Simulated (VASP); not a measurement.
# Al2Co (I4_1/amd) in VASP: single point with PBE

Aim: the single point of Al2Co with PBE.

Program: VASP 6.6.1. These are calculated values, not measurements. Logs are shortened: lines on timing, memory, paths and dates and some standing lists are left out, and cuts for length are marked.

## Step 1: The cell of the first run

Symmetry: I4_1/amd, No. 141, tetragonal system. The conventional cell has a = 4.676 Å, b = 4.676 Å, c = 8.446 Å, α = 90.00°, β = 90.00°, γ = 90.00°. Al (site symmetry 2mm) has 3 Co at 2.35 to 2.37 Å and 2 Al at 2.83 Å within 3.1 Å. Within 3.1 Å of Co (site symmetry -4m2) lie 6 Al at 2.35 to 2.37 Å.

## Step 2: Single point, PBE

INCAR reads:

```
PREC = Accurate
ENCUT = 520
EDIFF = 1E-7
ISMEAR = 0
SIGMA = 0.1
LREAL = False
LASPH = True
NELM = 100
ALGO = Normal
ISIF = 2
LWAVE = False
LCHARG = True
GGA = PE
LELF = True
LVHAR = True
NBANDS = 24
```

KPOINTS reads:

```
regular mesh
0
Gamma
  6 6 6
```

POSCAR reads:

```
Al2Co
1.0
   -2.3380987789      2.3380987789      4.2232341814
    2.3380987789     -2.3380987789      4.2232341814
    2.3380987789      2.3380987789     -4.2232341814
Al Co
4 2
Direct
    0.2804705744      0.2804705744      0.0000000000
    1.0304705744      0.5304705744      0.5000000000
    0.4695294256     -0.0304705744      0.5000000000
    0.7195294256      0.7195294256      0.0000000000
    0.0000000000      0.0000000000      0.0000000000
    0.7500000000      0.2500000000      0.5000000000
```

Potentials or basis: VASP PAW PBE potentials, release 64 (Al, Co).

The run is started by

```console
$ cat potpaw_PBE.64/Al/POTCAR potpaw_PBE.64/Co/POTCAR > POTCAR
$ mpirun -np 1 vasp_std > vasp.out
```

OUTCAR:

```text
PREC = Accurate
   ENCUT = 520
   EDIFF = 1E-7
   ISMEAR = 0
   LREAL = False
   LASPH = True
   NELM = 100
   ISIF = 2
   GGA = PE

 ion  position               nearest neighbor table
   1  0.280  0.280  0.000-   6 2.35   6 2.35   5 2.37   3 2.83   3 2.83   2 3.15   2 3.15   2 3.15
                             2 3.15   4 3.35   4 3.35   4 3.35   4 3.35
   2  0.030  0.530  0.500-   5 2.35   5 2.35   6 2.37   4 2.83   4 2.83   1 3.15   1 3.15   1 3.15
                             1 3.15   3 3.35   3 3.35   3 3.35   3 3.35
   3  0.470  0.970  0.500-   5 2.35   5 2.35   6 2.37   1 2.83   1 2.83   4 3.15   4 3.15   4 3.15
                             4 3.15   2 3.35   2 3.35   2 3.35   2 3.35
   4  0.720  0.720  0.000-   6 2.35   6 2.35   5 2.37   2 2.83   2 2.83   3 3.15   3 3.15   3 3.15
                             3 3.15   1 3.35   1 3.35   1 3.35   1 3.35
   5  0.000  0.000  0.000-   2 2.35   3 2.35   2 2.35   3 2.35   1 2.37   4 2.37
   6  0.750  0.250  0.500-   1 2.35   4 2.35   1 2.35   4 2.35   3 2.37   2 2.37

  LATTYP: Found a body centered tetragonal cell.
 ALAT       =     4.6761975578
 C/A-ratio  =     1.8062685031

  Lattice vectors:

 A1 = (  -2.3380987789,   2.3380987789,   4.2232341814)
 A2 = (   2.3380987789,  -2.3380987789,   4.2232341814)
 A3 = (   2.3380987789,   2.3380987789,  -4.2232341814)

Analysis of symmetry for initial positions (statically):
=====================================================================
 Subroutine PRICEL returns:
 Original cell was already a primitive cell.

 Routine SETGRP: Setting up the symmetry group for a
 body centered tetragonal supercell.

 Subroutine GETGRP returns: Found 16 space group operations
 (whereof  8 operations were pure point group operations)
 out of a pool of 16 trial point group operations.

The static configuration has the point symmetry D_2d.
 The point group associated with its full space group is D_4h.

Analysis of symmetry for dynamics (positions and initial velocities):
=====================================================================
 Subroutine PRICEL returns:
 Original cell was already a primitive cell.

 Routine SETGRP: Setting up the symmetry group for a
 body centered tetragonal supercell.

 Subroutine GETGRP returns: Found 16 space group operations
 (whereof  8 operations were pure point group operations)
 out of a pool of 16 trial point group operations.

The dynamic configuration has the point symmetry D_2d.
 The point group associated with its full space group is D_4h.

 Subroutine INISYM returns: Found 16 space group operations
 (whereof  8 operations are pure point group operations),
 and found     1 'primitive' translations

----------------------------------------------------------------------------------------

                                     Primitive cell

  volume of cell :      92.3487

  direct lattice vectors                    reciprocal lattice vectors
    -2.338098779  2.338098779  4.223234181     0.000000000  0.213848963  0.118392677
     2.338098779 -2.338098779  4.223234181     0.213848963  0.000000000  0.118392677
     2.338098779  2.338098779 -4.223234181     0.213848963  0.213848963  0.000000000

  length of vectors
     5.363685184  5.363685184  5.363685184     0.244434460  0.244434460  0.302428104

  position of ions in fractional coordinates (direct lattice)
     0.280470574  0.280470574  0.000000000
     0.030470574  0.530470574  0.500000000
     0.469529426  0.969529426  0.500000000
     0.719529426  0.719529426  0.000000000
     0.000000000  0.000000000  0.000000000
     0.750000000  0.250000000  0.500000000

  ion indices of the primitive-cell ions
   primitive index   ion index
                 1           1
                 2           2
                 3           3
                 4           4
                 5           5
                 6           6

----------------------------------------------------------------------------------------

 KPOINTS: regular mesh

Automatic generation of k-mesh.
 Grid dimensions read from file:
 generate k-points for:    6    6    6

 Generating k-lattice:

  Cartesian coordinates                     Fractional coordinates (reciprocal lattice)
     0.000000000  0.035641494  0.019732113     0.166666667 -0.000000000  0.000000000
     0.035641494  0.000000000  0.019732113    -0.000000000  0.166666667  0.000000000
     0.035641494  0.035641494  0.000000000     0.000000000  0.000000000  0.166666667

  Length of vectors
     0.040739077  0.040739077  0.050404684

  Shift w.r.t. Gamma in fractional coordinates (k-lattice)
     0.000000000  0.000000000  0.000000000

 Subroutine IBZKPT returns following result:
 ===========================================

 Found     30 irreducible k-points:

 Following reciprocal coordinates:
            Coordinates               Weight
  0.000000  0.000000  0.000000      1.000000
  0.166667  0.000000  0.000000      8.000000
  0.333333 -0.000000  0.000000      8.000000
  0.500000 -0.000000  0.000000      4.000000
  0.166667  0.166667 -0.000000      8.000000
  0.333333  0.166667  0.000000     16.000000
[... 16 lines left out ...]
 -0.333333 -0.333333  0.166667      8.000000
 -0.166667 -0.333333  0.166667      8.000000
 [... further k-points ...]
   k-points           NKPTS =     30   k-points in BZ     NKDIM =     30   number of bands    NBANDS=     24
   number of dos      NEDOS =    301   number of ions     NIONS =      6
   total plane-waves  NPLWV =  64000
   dimension x,y,z NGX =    40 NGY =   40 NGZ =   40
   dimension x,y,z NGXF=    80 NGYF=   80 NGZF=   80
   ions per type =               4   2
   NGX,Y,Z   is equivalent  to a cutoff of  12.40, 12.40, 12.40 a.u.
   NGXF,Y,Z  is equivalent  to a cutoff of  24.80, 24.80, 24.80 a.u.
 SYSTEM =  unknown system
   PREC   = accura    normal or accurate (medium, high low for compatibility)
   ISTART =      0    job   : 0-new  1-cont  2-samecut
   ICHARG =      2    charge: 1-file 2-atom 10-const
   ISPIN  =      1    spin polarized calculation?
   LNONCOLLINEAR =      F non collinear calculations
   LSORBIT =      F    spin-orbit coupling
   LASPH  =      T    aspherical Exc in radial PAW
   ENCUT  =  520.0 eV  38.22 Ry    6.18 a.u.   9.97  9.97  9.97*2*pi/ulx,y,z
   NELM   =    100;   NELMIN=  2; NELMDL= -5     # of ELM steps
   EDIFF  = 0.1E-06   stopping-criterion for ELM
   LREAL  =      F    real-space projection
   EDIFFG = 0.1E-05   stopping-criterion for IOM
   NSW    =      0    number of steps for IOM
   IBRION =     -1    ionic relax: 0-MD 1-quasi-New 2-CG
   NFREE  =      0    steps in history (QN), initial steepest desc. (CG)
   ISIF   =      2    stress and relaxation
   ISYM   =      2    0-nonsym 1-usesym 2-fastsym
   POTIM  = 0.5000    time-step for ionic-motion
   TEBEG  =    0.0;   TEEND  =   0.0 temperature during run
   PSTRESS=    0.0 pullay stress
   NELECT =      30.0000    total number of electrons
   NUPDOWN=      -1.0000    fix difference up-down
   EMIN   =  10.00;   EMAX   =-10.00  energy-range for DOS
   EFERMI =   0.00;   METHOD = LEGACY
   ISMEAR =     0;   SIGMA  =   0.10  broadening in eV -4-tet -1-fermi 0-gaus
   EFERMI_NEDOS =   21; number of points for ismear=-14 and -15
   IALGO  =     38    algorithm
   IMIX   =      4    mixing-type and parameters
     AMIX     =   0.40;   BMIX     =  1.00
     AMIX_MAG =   1.60;   BMIX_MAG =  1.00
  volume/ion in A,a.u.               =      15.39       103.87
  Fermi-wavevector in a.u.,A,eV,Ry     =   1.125395  2.126688 17.231966  1.266514
  Thomas-Fermi vector in A             =   2.262072
   LORBIT       =      0    0 simple, 1 ext, 2 COOP (PROOUT), +10 PAW based schemes
   GGA     = PE    functional components
   LHFCALC =     F    Hartree Fock is set to
   AEXX    =    0.0000 exact exchange contribution
   IVDW    =     0    specifies the selected vdW correction
   LEPSILON=     F    determine dielectric tensor
   LRPA    =     F    only Hartree local field effects (RPA)
 non-spin polarized calculation
 Gauss-broadening in eV      SIGMA  =   0.10
  energy-cutoff  :      520.00
  volume of cell :       92.35
 maximum number of plane-waves:      2516
   NGX = 19   NGY = 19   NGZ = 19

 number of electron      30.0000003 magnetization

 Free energy of the ion-electron system (eV)
  ---------------------------------------------------
  ext. energy  EPLUGINS =         0.00000000
  ---------------------------------------------------
  free energy    TOTEN  =       -28.62101867 eV

  energy without entropy =      -28.58163391  energy(sigma->0) =      -28.60132629

 E-fermi :   7.6495     XC(G=0): -10.6856

 val. band max:        7.6462915770   @ k =   0.5000   0.1667   0.0000
 cond. band min:       7.6552432891   @ k =   0.1667   0.1667   0.1667
 fundamental gap:      0.0089517122
 Fermi energy:         7.6494682611

 k-point     1 :       0.0000    0.0000    0.0000
  band No.  band energies     occupation
      1      -2.2828      2.00000
      2       3.9604      2.00000
      3       4.2988      2.00000
      4       4.3238      2.00000
      5       5.0611      2.00000
      6       5.0611      2.00000
[... 16 lines left out ...]
     23      10.0442      0.00000
     24      13.6752      0.00000

 k-point     2 :       0.1667    0.0000    0.0000
  band No.  band energies     occupation
      1      -2.0323      2.00000
      2       3.3358      2.00000
      3       3.7455      2.00000
      4       4.1821      2.00000
      5       4.8535      2.00000
      6       4.9216      2.00000
[... 16 lines left out ...]
     23      10.4668      0.00000
     24      14.6807      0.00000

 k-point     3 :       0.3333   -0.0000    0.0000
  band No.  band energies     occupation
      1      -1.2887      2.00000
      2       1.5345      2.00000
      3       3.3587      2.00000
      4       3.9762      2.00000
      5       4.6623      2.00000
      6       4.8184      2.00000
[... 16 lines left out ...]
     23      12.7899      0.00000
     24      13.7666      0.00000

 k-point     4 :       0.5000   -0.0000    0.0000
  band No.  band energies     occupation
      1      -0.0949      2.00000
      2      -0.0626      2.00000
      3       3.2034      2.00000
      4       3.8710      2.00000
      5       4.6663      2.00000
      6       4.7861      2.00000
[... 16 lines left out ...]
     23      12.5936      0.00000
     24      12.9235      0.00000

 k-point     5 :       0.1667    0.1667   -0.0000
  band No.  band energies     occupation
      1      -1.6662      2.00000
      2       2.9849      2.00000
      3       3.0990      2.00000
      4       3.4289      2.00000
      5       4.7697      2.00000
      6       4.8457      2.00000
[... 16 lines left out ...]
     23      11.2545      0.00000
     24      13.5483      0.00000

 k-point     6 :       0.3333    0.1667    0.0000
  band No.  band energies     occupation
      1      -0.8132      2.00000
      2       1.3357      2.00000
      3       2.8712      2.00000
      4       3.3135      2.00000
      5       4.4716      2.00000
      6       4.8064      2.00000
[... 16 lines left out ...]
     23      12.8016      0.00000
     24      13.4929      0.00000
[... 379 lines left out ...]
 k-point    21 :      -0.3333    0.5000    0.1667
  band No.  band energies     occupation
      1       0.0886      2.00000
      2       0.9004      2.00000
      3       1.3876      2.00000
      4       2.8673      2.00000
      5       4.8024      2.00000
      6       5.2984      2.00000
[... 16 lines left out ...]
     23      12.9022      0.00000
     24      13.1787      0.00000

 k-point    22 :      -0.1667    0.5000    0.1667
  band No.  band energies     occupation
      1      -0.6014      2.00000
      2       0.8874      2.00000
      3       1.9735      2.00000
      4       3.9725      2.00000
      5       4.6464      2.00000
      6       5.1829      2.00000
[... 16 lines left out ...]
     23      12.2272      0.00000
     24      12.6302      0.00000

 k-point    23 :      -0.3333   -0.3333    0.1667
  band No.  band energies     occupation
      1      -0.9735      2.00000
      2       1.6228      2.00000
      3       2.5242      2.00000
      4       2.5651      2.00000
      5       4.8637      2.00000
      6       5.0469      2.00000
[... 16 lines left out ...]
     23      12.7747      0.00000
     24      13.4444      0.00000

 k-point    24 :      -0.1667   -0.3333    0.1667
  band No.  band energies     occupation
      1      -1.5655      2.00000
      2       2.2583      2.00000
      3       2.6598      2.00000
      4       3.8608      2.00000
      5       4.6064      2.00000
      6       5.0269      2.00000
[... 16 lines left out ...]
     23      11.9389      0.00000
     24      13.9878      0.00000

 [... further k-points ...]
[... 5 lines left out ...]
  --------------------------------------------------------------------------------------
  -------------------------------------------------------------------------------------
  Total       -0.1113907     -0.1113907     -0.0384976      0.0000000      0.0000000      0.0000000
  in kB       -1.9325399     -1.9325399     -0.6679024      0.0000000      0.0000000      0.0000000
  external PRESSURE =      -1.5109941 kB  Pullay stress =       0.0000000 kB

 VOLUME and BASIS-vectors are now :
 -----------------------------------------------------------------------------
  energy-cutoff  :      520.00
  volume of cell :       92.35
      direct lattice vectors                 reciprocal lattice vectors
    -2.338098779  2.338098779  4.223234181     0.000000000  0.213848963  0.118392677
     2.338098779 -2.338098779  4.223234181     0.213848963  0.000000000  0.118392677
     2.338098779  2.338098779 -4.223234181     0.213848963  0.213848963  0.000000000

 POSITION                                       TOTAL-FORCE (eV/Angst)
 -----------------------------------------------------------------------------------
      0.00000      0.00000      2.36899        -0.000000      0.000000     -0.005578
      2.33810      0.00000      0.25737         0.000000     -0.000000     -0.005578
      2.33810      0.00000      3.96587         0.000000     -0.000000      0.005578
      0.00000      0.00000      6.07748        -0.000000      0.000000      0.005578
      0.00000      0.00000      0.00000        -0.000000     -0.000000      0.000000
      0.00000      2.33810      2.11162        -0.000000     -0.000000      0.000000
 -----------------------------------------------------------------------------------
    total drift:                                0.000000      0.000000     -0.000000

  FREE ENERGIE OF THE ION-ELECTRON SYSTEM (eV)
  ---------------------------------------------------
  free  energy   TOTEN  =       -28.6210186654 eV

  energy  without entropy=      -28.5816339087  energy(sigma->0) =      -28.60132629
```

It took 99 s on 1 thread of AMD EPYC 7R43 (Zen 3), shared host; peak memory 0.22 GiB.

Results:

```
Free energy            : -28.6210 eV
Pressure               : -0.2 GPa
Largest force          : 0.006 eV/Å
Band gap on the k mesh : zero (band 15 reaches 8.52 eV, above the bottom of band 16 at 7.40 eV)
```

Forces in eV/Å, atoms in the order of the input:
```
Al   0.000  0.000 -0.006
Al   0.000  0.000 -0.006
Al   0.000  0.000  0.006
Al   0.000  0.000  0.006
Co   0.000  0.000  0.000
Co   0.000  0.000  0.000
```

Stress tensor (GPa, compression positive):
```
-0.19  0.00  0.00
 0.00 -0.19  0.00
 0.00  0.00 -0.07
```

Levels at points of the mesh, in eV from the Fermi level:
| k point | band 13 | band 14 | band 15 | band 16 | band 17 | band 18 |
| --- | --- | --- | --- | --- | --- | --- |
| (0.00, 0.00, 0.00) | -0.41 | -0.18 | 0.01 | 0.01 | 0.78 | 0.78 |
| (0.50, 0.00, 0.00) | -1.05 | -0.35 | -0.17 | -0.09 | 1.06 | 1.09 |
| (0.50, 0.50, 0.00) | -0.93 | -0.93 | -0.25 | -0.25 | 2.10 | 2.10 |
| (0.50, 0.50, 0.50) | -0.92 | -0.92 | 0.02 | 0.02 | 3.68 | 3.68 |
